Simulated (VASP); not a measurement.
Input of a VASP 6.6.1 run:

Contents of INCAR:

```
  ALGO = Normal
  EDIFF = 1E-7
  ENCUT = 520
  GGA = PS
  ISIF = 2
  ISMEAR = -1
  LASPH = True
  LCHARG = True
  LELF = True
  LREAL = False
  LVHAR = True
  LWAVE = False
  NBANDS = 35
  NELM = 60
  PREC = Accurate
  SIGMA = 0.05
```

Contents of KPOINTS:

```
k-points
0
Gamma
  10 10 3
```

POSCAR

```
WS2
1.0
    3.1586570750      0.0000000000      0.0000000000
   -1.5793285375      2.7354772688      0.0000000000
    0.0000000000      0.0000000000     12.4161048547
W S
2 4
Direct
    0.6666666667      0.3333333333      0.7500000000
    0.3333333333      0.6666666667      0.2500000000
    0.6666666667      0.3333333333      0.3750000000
    0.3333333333      0.6666666667      0.8750000000
    0.6666666667      0.3333333333      0.1250000000
    0.3333333333      0.6666666667      0.6250000000
```

Potentials or basis: VASP PAW PBE potentials, release 64 (W_sv, S).

The run is started by

```bash
$ cat potpaw_PBE.64/W_sv/POTCAR potpaw_PBE.64/S/POTCAR > POTCAR
$ mpirun -np 1 vasp_std > vasp.out
```

Q: What does it give for the largest force?

A: 0.230 eV/Å.

Q: Predict the band gap on the k mesh.

A: 1.07 eV (least direct gap 2.13 eV).

Forces in eV/Å, atoms in the order of the input:
```
W    0.000  0.000  0.000
W    0.000  0.000  0.000
S    0.000  0.000  0.230
S    0.000  0.000  0.230
S    0.000  0.000 -0.230
S    0.000  0.000 -0.230
```

Caveat: the PAW data sets were made with another functional, which shifts forces and pressure a little; spin-orbit coupling is left out, which moves the levels of the heavy elements. A k mesh can miss the band edges.
